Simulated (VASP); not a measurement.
# C24N in VASP: a series of runs, part 2 of 2

VASP 6.6.1. Earlier steps stand in the parts before.

### 3 Single point, PBE+D3(BJ)

Contents of INCAR:

```
SYSTEM = C24N
ALGO = Normal
DIPOL = 0.5 0.5 0.469
EDIFF = 1E-7
ENCUT = 520
GGA = PE
IDIPOL = 3
ISIF = 2
ISMEAR = 0
IVDW = 12
LASPH = .True.
LCHARG = .True.
LDIPOL = .True.
LELF = .True.
LREAL = Auto
LVACPOTAV = .True.
LVHAR = .True.
LWAVE = .False.
NBANDS = 68
NELM = 100
PREC = Accurate
SIGMA = 0.1
```

Contents of KPOINTS:

```
k-points
0
Gamma
  6 6 1
  0 0 0
```

Contents of POSCAR:

```
C24N
1.0
    4.9299593294      0.0000000000      0.0000000000
   -2.4649796647      4.2694700189      0.0000000000
    0.0000000000      0.0000000000     25.7384327567
C N
24 1
Direct
    0.0000000000      0.0000000000      0.3302454472
    0.0000000000      0.5000000000      0.3302454472
    0.5000000000      0.0000000000      0.3302454472
    0.5000000000      0.5000000000      0.3302454472
    0.1666666667      0.3333333333      0.3302454380
    0.1666666667      0.8333333333      0.3302454380
    0.6666666667      0.3333333333      0.3302454380
    0.6666666667      0.8333333333      0.3302454380
    0.0034203397     -0.0028451660      0.4612995122
    0.0034207846      0.4971239858      0.4613001835
    0.5034730305     -0.0028372704      0.4613676591
    0.5034470478      0.4971507344      0.4612915620
    0.3367896033      0.1638334363      0.4613506498
    0.3367921253      0.6638015912      0.4613514720
    0.8367803937      0.1638087814      0.4612907571
    0.8367438710      0.6637924244      0.4612989937
   -0.0157043470     -0.0119241357      0.5913145853
   -0.0157636146      0.4800334723      0.5913105889
    0.4975741201     -0.0093196477      0.6007546336
    0.4900066390      0.4869223692      0.5928396619
    0.1534942300      0.3186842856      0.5928489278
    0.1456950849      0.8147484507      0.6006874622
    0.6590256201      0.3254040082      0.5913163305
    0.6591311361      0.8175251368      0.5913001301
    0.3215033837      0.9023179231      0.6491273341
```

Potentials or basis: VASP PAW PBE potentials, release 64 (C, N).

The run is started by

```
$ cat potpaw_PBE.64/C/POTCAR potpaw_PBE.64/N/POTCAR > POTCAR
$ mpirun -np 1 vasp_std > vasp.out
```

OUTCAR:

```text
SYSTEM = C24N
   EDIFF = 1E-7
   ENCUT = 520
   GGA = PE
   ISIF = 2
   ISMEAR = 0
   IVDW = 12
   LASPH = .True.
   LREAL = Auto
   NELM = 100
   PREC = Accurate
 IVDW          = 12

 ion  position               nearest neighbor table
   1  0.000  0.000  0.330-   8 1.42   5 1.42   6 1.42
   2  0.000  0.500  0.330-   7 1.42   6 1.42   5 1.42
   3  0.500  0.000  0.330-   6 1.42   7 1.42   8 1.42
   4  0.500  0.500  0.330-   5 1.42   8 1.42   7 1.42
   5  0.167  0.333  0.330-   4 1.42   1 1.42   2 1.42
   6  0.167  0.833  0.330-   3 1.42   2 1.42   1 1.42
[... 10 lines left out ...]
  17  0.984  0.988  0.591-  24 1.39  21 1.41  22 1.45
  18  0.984  0.480  0.591-  23 1.39  21 1.41  22 1.45
  19  0.498  0.991  0.601-  23 1.45  24 1.45  25 1.45  22 1.50
  20  0.490  0.487  0.593-  23 1.41  24 1.41  21 1.44
  21  0.153  0.319  0.593-  17 1.41  18 1.41  20 1.44
  22  0.146  0.815  0.601-  18 1.45  17 1.45  25 1.46  19 1.50
  23  0.659  0.325  0.591-  18 1.39  20 1.41  19 1.45
  24  0.659  0.818  0.591-  17 1.39  20 1.41  19 1.45
  25  0.322  0.902  0.649-  19 1.45  22 1.46

  LATTYP: Found a hexagonal cell.
 ALAT       =     4.9299593294
 C/A-ratio  =     5.2208205052

  Lattice vectors:

 A1 = (   4.9299593294,   0.0000000000,   0.0000000000)
 A2 = (  -2.4649796647,   4.2694700189,   0.0000000000)
 A3 = (   0.0000000000,   0.0000000000,  25.7384327567)

Analysis of symmetry for initial positions (statically):
=====================================================================
 Subroutine PRICEL returns:
 Original cell was already a primitive cell.

 Routine SETGRP: Setting up the symmetry group for a
 hexagonal supercell.

 Subroutine GETGRP returns: Found  1 space group operations
 (whereof  1 operations were pure point group operations)
 out of a pool of 24 trial point group operations.

The static configuration has the point symmetry C_1 .

Analysis of symmetry for dynamics (positions and initial velocities):
=====================================================================
[... 181 lines left out ...]
   LRPA    =     F    only Hartree local field effects (RPA)
 non-spin polarized calculation
 Gauss-broadening in eV      SIGMA  =   0.10
  energy-cutoff  :      520.00
  volume of cell :      541.75
 maximum number of plane-waves:     14630
 NGX is ok and might be reduce to    40
   NGX = 19   NGY = 19   NGZ = 95

 dipolmoment           0.000000      0.000000     -0.166928 electrons x Angstroem

 number of electron     101.0000001 magnetization

 dipolmoment           0.000000      0.000000      0.278223 electrons x Angstroem

 Free energy of the ion-electron system (eV)
  ---------------------------------------------------
  ext. energy  EPLUGINS =         0.00000000
  ---------------------------------------------------
  free energy    TOTEN  =      -225.00092603 eV

  energy without entropy =     -224.98207841  energy(sigma->0) =     -224.99150222

 E-fermi :  -1.4719     XC(G=0):  -4.5695

 val. band max:       -1.4999147091   @ k =   0.1667   0.3333   0.0000
 cond. band min:      -1.4627191400   @ k =   0.5000   0.5000   0.0000
 fundamental gap:      0.0371955691
 Fermi energy:        -1.4719263632

 k-point     1 :       0.0000    0.0000    0.0000
  band No.  band energies     occupation
      1     -22.0694      2.00000
      2     -21.0189      2.00000
      3     -20.8661      2.00000
      4     -18.6549      2.00000
      5     -15.7346      2.00000
      6     -15.7343      2.00000
[... 1289 lines left out ...]
     61       4.8462      0.00000
     62       5.0402      0.00000
 [bands above 62 left out]

------------------------ aborting loop because EDIFF is reached ----------------------------------------

 Edisp (eV)   -3.22063

 E8    (eV) :    -0.9421

  FORCE on cell =-STRESS in cart. coord.  units (eV):
  Direction    XX          YY          ZZ          XY          YZ          ZX
  --------------------------------------------------------------------------------------
  -------------------------------------------------------------------------------------
  Total       5.98706     6.68136     0.04832    -0.61445     0.00411    -0.00580
  in kB      17.70617    19.75951     0.14289    -1.81719     0.01214    -0.01714
  external pressure =       12.54 kB  Pullay stress =        0.00 kB

 VOLUME and BASIS-vectors are now :
 -----------------------------------------------------------------------------
  energy-cutoff  :      520.00
  volume of cell :      541.75
      direct lattice vectors                 reciprocal lattice vectors
     4.929959329  0.000000000  0.000000000     0.202841430  0.117110554  0.000000000
    -2.464979665  4.269470019  0.000000000     0.000000000  0.234221108  0.000000000
     0.000000000  0.000000000 25.738432757     0.000000000  0.000000000  0.038852404

 POSITION                                       TOTAL-FORCE (eV/Angst)
 -----------------------------------------------------------------------------------
      0.00000      0.00000      8.50000        -0.000357      0.001337      0.013957
     -1.23249      2.13474      8.50000         0.000165      0.000362      0.013964
      2.46498      0.00000      8.50000         0.000091      0.000932      0.012838
      1.23249      2.13474      8.50000         0.000074      0.000921      0.014002
      0.00000      1.42316      8.50000        -0.004128      0.001849     -0.013808
     -1.23249      3.55789      8.50000        -0.003200      0.002414     -0.012843
[... 17 lines left out ...]
      1.23431      3.49040     15.21914        -0.015662     -0.002920     -0.014355
     -0.63920      3.85242     16.70752        -0.003609      0.006601      0.171379
 -----------------------------------------------------------------------------------
    total drift:                                0.054296     -0.037942     -0.012174

  FREE ENERGIE OF THE ION-ELECTRON SYSTEM (eV)
  ---------------------------------------------------
  free  energy   TOTEN  =      -228.2215610273 eV

  energy  without entropy=     -228.2027134045  energy(sigma->0) =     -228.21213722

 vacuum level on the upper side and lower side of the slab         5.216         2.824
```

OSZICAR:

```text
N       E                     dE             d eps       ncg     rms          rms(c)
DAV:   1     0.796848658481E+03    0.79685E+03   -0.44181E+04  2776   0.123E+03
DAV:   2    -0.128596606283E+03   -0.92545E+03   -0.89138E+03  3856   0.302E+02
DAV:   3    -0.236211634468E+03   -0.10762E+03   -0.10670E+03  3284   0.105E+02
[... 26 lines left out ...]
DAV:  30    -0.225000925229E+03   -0.50721E-06   -0.31316E-08  2032   0.598E-04    0.235E-04
DAV:  31    -0.225000925545E+03   -0.31544E-06   -0.18349E-08  1796   0.431E-04    0.289E-04
DAV:  32    -0.225000925762E+03   -0.21742E-06   -0.55029E-09  1836   0.250E-04    0.493E-05
DAV:  33    -0.225000925895E+03   -0.13271E-06   -0.10723E-12  1820   0.111E-04    0.973E-05
DAV:  34    -0.225000926010E+03   -0.11516E-06    0.36437E-11  1752   0.967E-05    0.130E-04
DAV:  35    -0.225000926034E+03   -0.23573E-07   -0.11644E-10  1896   0.100E-04
   1 F= -.22822156E+03 E0= -.22821214E+03  d E =-.188476E-01
```

Run time: 22 min. Hardware: 1 thread of Intel Xeon 6975P-C (Granite Rapids), shared host; peak memory 0.87 GiB.

What came out:

* Free energy: -228.2216 eV
* Largest force: 0.172 eV/Å
* Band gap on the k mesh: zero (an odd number of electrons rules out a gap without spin polarisation)
* Dispersion energy per atom: -0.129 eV

Forces on the atoms (eV/Å):
```
C    0.000  0.001  0.014
C    0.000  0.000  0.014
C    0.000  0.001  0.013
C    0.000  0.001  0.014
C   -0.004  0.002 -0.014
C   -0.003  0.002 -0.013
C   -0.004  0.002 -0.014
C   -0.004  0.002 -0.014
C    0.006 -0.004 -0.002
C    0.006 -0.004 -0.001
C    0.006 -0.002 -0.001
C    0.007 -0.004 -0.002
C    0.000  0.000  0.001
C   -0.002  0.001  0.001
C   -0.002  0.002  0.000
C   -0.002  0.002  0.000
C    0.010  0.005 -0.010
C    0.003  0.012 -0.013
C    0.074  0.030 -0.054
C   -0.015 -0.001 -0.002
C    0.007 -0.001  0.000
C   -0.073 -0.050 -0.060
C    0.009  0.000 -0.012
C   -0.016 -0.003 -0.014
N   -0.004  0.007  0.171
```

Caveat: an odd number of electrons without spin polarisation forces a metal; a magnetic or distorted state may lie lower.

The gap in the log of VASP goes by the Fermi energy; the results here count the filled bands.